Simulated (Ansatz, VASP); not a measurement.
## One calculation of Cs2SnI6, two programs

```
Cs Sn I
1.0
     0.00000    6.01957    6.01957
     6.01957    0.00000    6.01957
     6.01957    6.01957    0.00000
Cs Sn I
2 1 6
Direct
  0.25000 0.25000 0.25000
  0.75000 0.75000 0.75000
  0.00000 0.00000 0.00000
  0.75822 0.24178 0.24178
  0.24178 0.75822 0.24178
  0.24178 0.75822 0.75822
  0.75822 0.24178 0.75822
  0.24178 0.24178 0.75822
  0.75822 0.75822 0.24178
```

Alike in both runs: functional PBE; k mesh 4 × 4 × 4; occupations gaussian, width 0.05 eV; no spin polarisation.

Ansatz relaxed the structure, and its values are those at the end. VASP's run is a single point on that final structure, the one shown.

|  | VASP | Ansatz |
| --- | --- | --- |
| version | VASP 6.6.1 | Ansatz 0.2.0 |
| potentials or method | VASP PAW PBE potentials, release 64 (Cs_sv, Sn_d, I), cutoff 500 eV | scalar-relativistic, plane waves, PAW |
| valence electrons in the cell | 74 | 134 |

VASP gave:

```
gap on the k mesh at the Fermi level (eV) : 0.26
least direct gap on the mesh (eV)         : 0.26
pressure (GPa)                            : 0.0
```

Question: Which values does Ansatz return?

Answer: gap on the k mesh at the Fermi level (eV): 0.25; least direct gap on the mesh (eV): 0.25; pressure (GPa): 0.0.

VASP's potentials hold 74 valence electrons a cell and Ansatz's 134, so a difference there can come from the potentials and not from the codes.

Neither program's run includes spin-orbit coupling.
